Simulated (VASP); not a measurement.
# SnTe (F-43m) in VASP: notebook

The runs below take SnTe through single point, with PBEsol, PBE.

All numbers are computed with VASP 6.6.1; they aren't measurements. Logs are shortened: lines on timing, memory, paths and dates and some standing lists are left out, and cuts for length are marked.

## Step 1: The cell of the first run

It takes space group F-43m (No. 216, cubic). The conventional cell has a = 6.754 Å, b = 6.754 Å, c = 6.754 Å, α = 90.00°, β = 90.00°, γ = 90.00°. Within 3.9 Å of Te (site symmetry -43m) lie 4 Sn at 2.92 Å. Sn (site symmetry -43m) has 4 Te at 2.92 Å within 3.9 Å.

## Step 2: Single point, PBEsol

INCAR

```
SYSTEM = SnTe
PREC     = Accurate       ! precision mode
ENCUT    = 520            ! plane-wave cutoff, eV
EDIFF    = 1E-6           ! SCF threshold, eV
ISMEAR   = -1             ! smearing method
SIGMA    = 0.05           ! smearing width, eV
LREAL    = .False.        ! projectors in reciprocal space
LASPH    = .True.         ! aspherical terms in the spheres
NELM     = 100            ! most SCF steps
ALGO     = Normal         ! electronic algorithm
ISIF     = 2              ! what is computed and relaxed
LWAVE    = .False.        ! write WAVECAR
LCHARG   = .False.        ! write CHGCAR
GGA      = PS             ! functional
NBANDS   = 17             ! bands
```

KPOINTS

```
Automatic mesh
0
Gamma
  7 7 7
  0 0 0
```

POSCAR

```
SnTe
1.0
    0.0000000000      3.3769580880      3.3769580880
    3.3769580880      0.0000000000      3.3769580880
    3.3769580880      3.3769580880      0.0000000000
Te Sn
1 1
Direct
    0.2500000000      0.2500000000      0.2500000000
    0.0000000000      0.0000000000      0.0000000000
```

Potentials or basis: VASP PAW PBE potentials, release 64 (Te, Sn_d).

Command:

```sh
> cat potpaw_PBE.64/Te/POTCAR potpaw_PBE.64/Sn_d/POTCAR > POTCAR
> mpirun -np 1 vasp_std > vasp.out
```

OUTCAR:

```text
SYSTEM = SnTe
   PREC = Accurate
   ENCUT = 520
   EDIFF = 1E-6
   ISMEAR = -1
   LREAL = .False.
   LASPH = .True.
   NELM = 100
   ISIF = 2
   GGA = PS

 ion  position               nearest neighbor table
   1  0.250  0.250  0.250-   2 2.92   2 2.92   2 2.92   2 2.92
   2  0.000  0.000  0.000-   1 2.92   1 2.92   1 2.92   1 2.92

  LATTYP: Found a face centered cubic cell.
 ALAT       =     6.7539161760

  Lattice vectors:

 A1 = (   0.0000000000,   3.3769580880,   3.3769580880)
 A2 = (   3.3769580880,   0.0000000000,   3.3769580880)
 A3 = (   3.3769580880,   3.3769580880,   0.0000000000)

Analysis of symmetry for initial positions (statically):
=====================================================================
 Subroutine PRICEL returns:
 Original cell was already a primitive cell.

 Routine SETGRP: Setting up the symmetry group for a
 face centered cubic supercell.

 Subroutine GETGRP returns: Found 24 space group operations
 (whereof 24 operations were pure point group operations)
 out of a pool of 48 trial point group operations.

The static configuration has the point symmetry T_d .

Analysis of symmetry for dynamics (positions and initial velocities):
=====================================================================
 Subroutine PRICEL returns:
 Original cell was already a primitive cell.

 Routine SETGRP: Setting up the symmetry group for a
 face centered cubic supercell.

 Subroutine GETGRP returns: Found 24 space group operations
 (whereof 24 operations were pure point group operations)
 out of a pool of 48 trial point group operations.

The dynamic configuration has the point symmetry T_d .

 Subroutine INISYM returns: Found 24 space group operations
 (whereof 24 operations are pure point group operations),
 and found     1 'primitive' translations

----------------------------------------------------------------------------------------

                                     Primitive cell

  volume of cell :      77.0206

  direct lattice vectors                    reciprocal lattice vectors
     0.000000000  3.376958088  3.376958088    -0.148062246  0.148062246  0.148062246
     3.376958088  0.000000000  3.376958088     0.148062246 -0.148062246  0.148062246
     3.376958088  3.376958088  0.000000000     0.148062246  0.148062246 -0.148062246

  length of vectors
     4.775739928  4.775739928  4.775739928     0.256451333  0.256451333  0.256451333

  position of ions in fractional coordinates (direct lattice)
     0.250000000  0.250000000  0.250000000
     0.000000000  0.000000000  0.000000000

  ion indices of the primitive-cell ions
   primitive index   ion index
                 1           1
                 2           2

----------------------------------------------------------------------------------------

 KPOINTS: Automatic mesh

Automatic generation of k-mesh.
 Grid dimensions read from file:
 generate k-points for:    7    7    7

 Generating k-lattice:

  Cartesian coordinates                     Fractional coordinates (reciprocal lattice)
    -0.021151749  0.021151749  0.021151749     0.142857143  0.000000000  0.000000000
     0.021151749 -0.021151749  0.021151749     0.000000000  0.142857143  0.000000000
     0.021151749  0.021151749 -0.021151749     0.000000000  0.000000000  0.142857143

  Length of vectors
     0.036635905  0.036635905  0.036635905

  Shift w.r.t. Gamma in fractional coordinates (k-lattice)
     0.000000000  0.000000000  0.000000000

 Subroutine IBZKPT returns following result:
 ===========================================

 Found     20 irreducible k-points:

 Following reciprocal coordinates:
            Coordinates               Weight
  0.000000  0.000000  0.000000      1.000000
  0.142857  0.000000  0.000000      8.000000
  0.285714  0.000000  0.000000      8.000000
  0.428571  0.000000  0.000000      8.000000
  0.142857  0.142857  0.000000      6.000000
  0.285714  0.142857  0.000000     24.000000
[... 12 lines left out ...]
 -0.428571  0.428571  0.142857     24.000000
 -0.285714  0.428571  0.142857     24.000000
   k-points           NKPTS =     20   k-points in BZ     NKDIM =     20   number of bands    NBANDS=     17
   number of dos      NEDOS =    301   number of ions     NIONS =      2
   total plane-waves  NPLWV =  46656
   dimension x,y,z NGX =    36 NGY =   36 NGZ =   36
   dimension x,y,z NGXF=    72 NGYF=   72 NGZF=   72
   ions per type =               1   1
   NGX,Y,Z   is equivalent  to a cutoff of  12.53, 12.53, 12.53 a.u.
   NGXF,Y,Z  is equivalent  to a cutoff of  25.06, 25.06, 25.06 a.u.
 SYSTEM =  SnTe
   PREC   = accura    normal or accurate (medium, high low for compatibility)
   ISTART =      0    job   : 0-new  1-cont  2-samecut
   ICHARG =      2    charge: 1-file 2-atom 10-const
   ISPIN  =      1    spin polarized calculation?
   LNONCOLLINEAR =      F non collinear calculations
   LSORBIT =      F    spin-orbit coupling
   LASPH  =      T    aspherical Exc in radial PAW
   ENCUT  =  520.0 eV  38.22 Ry    6.18 a.u.   8.88  8.88  8.88*2*pi/ulx,y,z
   NELM   =    100;   NELMIN=  2; NELMDL= -5     # of ELM steps
   EDIFF  = 0.1E-05   stopping-criterion for ELM
   LREAL  =      F    real-space projection
   EDIFFG = 0.1E-04   stopping-criterion for IOM
   NSW    =      0    number of steps for IOM
   IBRION =     -1    ionic relax: 0-MD 1-quasi-New 2-CG
   NFREE  =      0    steps in history (QN), initial steepest desc. (CG)
   ISIF   =      2    stress and relaxation
   ISYM   =      2    0-nonsym 1-usesym 2-fastsym
   POTIM  = 0.5000    time-step for ionic-motion
   TEBEG  =    0.0;   TEEND  =   0.0 temperature during run
   PSTRESS=    0.0 pullay stress
   NELECT =      20.0000    total number of electrons
   NUPDOWN=      -1.0000    fix difference up-down
   EMIN   =  10.00;   EMAX   =-10.00  energy-range for DOS
   EFERMI =   0.00;   METHOD = LEGACY
   ISMEAR =    -1;   SIGMA  =   0.05  broadening in eV -4-tet -1-fermi 0-gaus
   EFERMI_NEDOS =   21; number of points for ismear=-14 and -15
   IALGO  =     38    algorithm
   IMIX   =      4    mixing-type and parameters
     AMIX     =   0.40;   BMIX     =  1.00
     AMIX_MAG =   1.60;   BMIX_MAG =  1.00
  volume/ion in A,a.u.               =      38.51       259.88
  Fermi-wavevector in a.u.,A,eV,Ry     =   1.044438  1.973701 14.841914  1.090850
  Thomas-Fermi vector in A             =   2.179190
   LORBIT       =      0    0 simple, 1 ext, 2 COOP (PROOUT), +10 PAW based schemes
   GGA     = PS    functional components
   LHFCALC =     F    Hartree Fock is set to
   AEXX    =    0.0000 exact exchange contribution
   IVDW    =     0    specifies the selected vdW correction
   LEPSILON=     F    determine dielectric tensor
   LRPA    =     F    only Hartree local field effects (RPA)
 non-spin polarized calculation
  energy-cutoff  :      520.00
  volume of cell :       77.02
 maximum number of plane-waves:      2089
   NGX = 17   NGY = 17   NGZ = 17

 number of electron      20.0000007 magnetization

 Free energy of the ion-electron system (eV)
  ---------------------------------------------------
  ext. energy  EPLUGINS =         0.00000000
  ---------------------------------------------------
  free energy    TOTEN  =        -7.46143057 eV

  energy without entropy =       -7.45447164  energy(sigma->0) =       -7.45795110

 E-fermi :   4.9063     XC(G=0):  -8.4912

 val. band max:        4.8850106952   @ k =  -0.2857   0.4286   0.1429
 cond. band min:       5.1079764108   @ k =  -0.4286   0.4286   0.0000
 fundamental gap:      0.2229657156
 Fermi energy:         4.9063256521

 k-point     1 :       0.0000    0.0000    0.0000
  band No.  band energies     occupation
      1     -16.8592      2.00000
      2     -16.8592      2.00000
      3     -16.8592      2.00000
      4     -16.8323      2.00000
      5     -16.8323      2.00000
      6      -7.8168      2.00000
[... 9 lines left out ...]
     16      11.3536      0.00000
     17      12.4109      0.00000

 k-point     2 :       0.1429    0.0000    0.0000
  band No.  band energies     occupation
      1     -16.8600      2.00000
      2     -16.8584      2.00000
      3     -16.8584      2.00000
      4     -16.8323      2.00000
      5     -16.8323      2.00000
      6      -7.6927      2.00000
[... 9 lines left out ...]
     16      10.7580      0.00000
     17      11.9149      0.00000

 k-point     3 :       0.2857    0.0000    0.0000
  band No.  band energies     occupation
      1     -16.8620      2.00000
      2     -16.8568      2.00000
      3     -16.8568      2.00000
      4     -16.8322      2.00000
      5     -16.8322      2.00000
      6      -7.3694      2.00000
[... 9 lines left out ...]
     16      10.6901      0.00000
     17      12.3909      0.00000

 k-point     4 :       0.4286    0.0000    0.0000
  band No.  band energies     occupation
      1     -16.8636      2.00000
      2     -16.8556      2.00000
      3     -16.8556      2.00000
      4     -16.8320      2.00000
      5     -16.8320      2.00000
      6      -7.0417      2.00000
[... 9 lines left out ...]
     16      11.6085      0.00000
     17      12.1530      0.00000
[... 263 lines left out ...]
      1     -16.8656      2.00000
      2     -16.8547      2.00000
      3     -16.8532      2.00000
      4     -16.8330      2.00000
      5     -16.8315      2.00000
      6      -6.8236      2.00000
[... 9 lines left out ...]
     16      12.5929      0.00000
     17      13.0088      0.00000

 k-point    19 :      -0.4286    0.4286    0.1429
  band No.  band energies     occupation
      1     -16.8678      2.00000
      2     -16.8532      2.00000
      3     -16.8517      2.00000
      4     -16.8340      2.00000
      5     -16.8309      2.00000
      6      -6.6946      2.00000
[... 9 lines left out ...]
     16      12.9908      0.00000
     17      13.6933      0.00000

 k-point    20 :      -0.2857    0.4286    0.1429
  band No.  band energies     occupation
      1     -16.8668      2.00000
      2     -16.8541      2.00000
      3     -16.8518      2.00000
      4     -16.8334      2.00000
      5     -16.8313      2.00000
      6      -6.6529      2.00000
[... 9 lines left out ...]
     16      12.7883      0.00000
     17      14.0105      0.00000

------------------------ aborting loop because EDIFF is reached ----------------------------------------

  FORCE on cell =-STRESS in cart. coord.  units (eV):
  Direction    XX          YY          ZZ          XY          YZ          ZX
  --------------------------------------------------------------------------------------
  -------------------------------------------------------------------------------------
  Total        2.3766262      2.3766262      2.3766262      0.0000000      0.0000000     -0.0000000
  in kB       49.4384065     49.4384065     49.4384065      0.0000000      0.0000000     -0.0000000
  external PRESSURE =      49.4384065 kB  Pullay stress =       0.0000000 kB

 VOLUME and BASIS-vectors are now :
 -----------------------------------------------------------------------------
  energy-cutoff  :      520.00
  volume of cell :       77.02
      direct lattice vectors                 reciprocal lattice vectors
     0.000000000  3.376958088  3.376958088    -0.148062246  0.148062246  0.148062246
     3.376958088  0.000000000  3.376958088     0.148062246 -0.148062246  0.148062246
     3.376958088  3.376958088  0.000000000     0.148062246  0.148062246 -0.148062246

 POSITION                                       TOTAL-FORCE (eV/Angst)
 -----------------------------------------------------------------------------------
      1.68848      1.68848      1.68848        -0.000000     -0.000000     -0.000000
      0.00000      0.00000      0.00000         0.000000      0.000000      0.000000
 -----------------------------------------------------------------------------------
    total drift:                               -0.000000     -0.000000     -0.000000

  FREE ENERGIE OF THE ION-ELECTRON SYSTEM (eV)
  ---------------------------------------------------
  free  energy   TOTEN  =        -7.4614305654 eV

  energy  without entropy=       -7.4544716399  energy(sigma->0) =       -7.45795110
```

It took 27 s on 1 thread of Intel Xeon Platinum 8488C (Sapphire Rapids), shared host; peak memory 0.21 GiB.

Results:

```yaml
Free_energy: -7.4614 eV
Pressure: 4.9 GPa
Band_gap_on_the_k_mesh: zero (band 10 reaches 4.88 eV, above the bottom of band 11 at 4.63 eV)
```

Levels at points of the mesh, in eV from the Fermi level:
| k point | band 8 | band 9 | band 10 | band 11 | band 12 | band 13 |
| --- | --- | --- | --- | --- | --- | --- |
| (0.00, 0.00, 0.00) | -2.41 | -2.41 | -2.41 | 0.83 | 0.83 | 0.83 |

Caveat: the PAW data sets were made with another functional, which shifts forces and pressure a little; spin-orbit coupling is left out, which moves the levels of the heavy elements.

## Step 3: Single point, PBEsol

This run uses another cell than the first one, of 44.43 Å³/atom, 1.154 times its volume.

INCAR

```
PREC = Accurate
ENCUT = 520
EDIFF = 1E-6
ISMEAR = -1
SIGMA = 0.05
LREAL = False
LASPH = True
NELM = 80
ALGO = Normal
ISIF = 2
LWAVE = False
LCHARG = False
GGA = PS
NBANDS = 17
```

KPOINTS

```
regular mesh
0
Gamma
  7 7 7
```

POSCAR

```
SnTe
1.0
    0.0000000000      3.5419383413      3.5419383413
    3.5419383413      0.0000000000      3.5419383413
    3.5419383413      3.5419383413      0.0000000000
Te Sn
1 1
Direct
    0.2500000000      0.2500000000      0.2500000000
    0.0000000000      0.0000000000      0.0000000000
```

Potentials or basis: VASP PAW PBE potentials, release 64 (Te, Sn_d).

Command:

```sh
> cat potpaw_PBE.64/Te/POTCAR potpaw_PBE.64/Sn_d/POTCAR > POTCAR
> mpirun -np 1 vasp_std > vasp.out
```

It took 35 s on 1 thread of Intel Xeon Platinum 8488C (Sapphire Rapids), shared host; peak memory 0.24 GiB.

The run converged. Its results:

```yaml
Free_energy: -7.6260 eV
Pressure: 0.0 GPa
Band_gap_on_the_k_mesh: 0.14 eV, indirect (least direct gap 0.72 eV)
```

Levels at points of the mesh, in eV from the valence-band top:
```tsv
k point	band 7	band 8	band 9	band 10	band 11	band 12	band 13	band 14
(0.00, 0.00, 0.00)	-4.90	-1.92	-1.92	-1.92	1.10	1.10	1.10	4.11
```

Caveat: the PAW data sets were made with another functional, which shifts forces and pressure a little; spin-orbit coupling is left out, which moves the levels of the heavy elements.

## Step 4: Single point, PBE

This run uses another cell than the first one, of 47.09 Å³/atom, 1.223 times its volume.

INCAR

```
  ALGO = Normal
  EDIFF = 1E-7
  ENCUT = 520
  GGA = PE
  ISIF = 2
  ISMEAR = 0
  LASPH = True
  LCHARG = True
  LELF = True
  LREAL = False
  LVHAR = True
  LWAVE = False
  NBANDS = 17
  NELM = 80
  PREC = Accurate
  SIGMA = 0.011
```

KPOINTS

```
k-points
0
Gamma
  7 7 7
```

POSCAR

```
SnTe
1.0
    0.0000000000      3.6111460000      3.6111460000
    3.6111460000      0.0000000000      3.6111460000
    3.6111460000      3.6111460000      0.0000000000
Te Sn
1 1
Direct
    0.2500000000      0.2500000000      0.2500000000
    0.0000000000      0.0000000000      0.0000000000
```

Command:

```sh
> cat potpaw_PBE.64/Te/POTCAR potpaw_PBE.64/Sn_d/POTCAR > POTCAR
> mpirun -np 1 vasp_std > vasp.out
```

Wall time 46 s (1 thread of Intel Xeon Platinum 8488C (Sapphire Rapids), shared host); peak memory 0.24 GiB.

Results (log left out):

```yaml
Free_energy: -7.0647 eV
Pressure: -0.1 GPa
Band_gap_on_the_k_mesh: 0.33 eV, indirect (least direct gap 0.83 eV)
```

Levels at points of the mesh, in eV from the valence-band top:
```tsv
k point	band 6	band 7	band 8	band 9	band 10	band 11	band 12	band 13	band 14	band 15
(0.00, 0.00, 0.00)	-11.34	-5.00	-1.75	-1.75	-1.75	1.19	1.19	1.19	4.31	6.62
```

Caveat: spin-orbit coupling is left out, which moves the levels of the heavy elements.

## Step 5: Summary

| level | cell | smearing | gap on the mesh (eV) | pressure (GPa) |
| --- | --- | --- | --- | --- |
| PBEsol | a = 4.776 Å, angles 60.0°, 2 atoms | fermi-dirac 0.05 eV | none | 4.9 |
| PBEsol | a = 5.009 Å, angles 60.0°, 2 atoms | fermi-dirac 0.05 eV | 0.14 | 0.0 |
| PBE | a = 5.107 Å, angles 60.0°, 2 atoms | gaussian 0.011 eV | 0.33 | -0.1 |

Alike in all rows: task single point; potentials or basis VASP PAW PBE potentials, release 64 (Te, Sn_d); no spin polarisation; k mesh 7 × 7 × 7; cutoff (eV) 520.

Caveats: spin-orbit coupling is left out, which moves the levels of the heavy elements; the PAW data sets were made with another functional, which shifts forces and pressure a little (some runs).

Absolute energies hang on the potentials; compare differences alone.
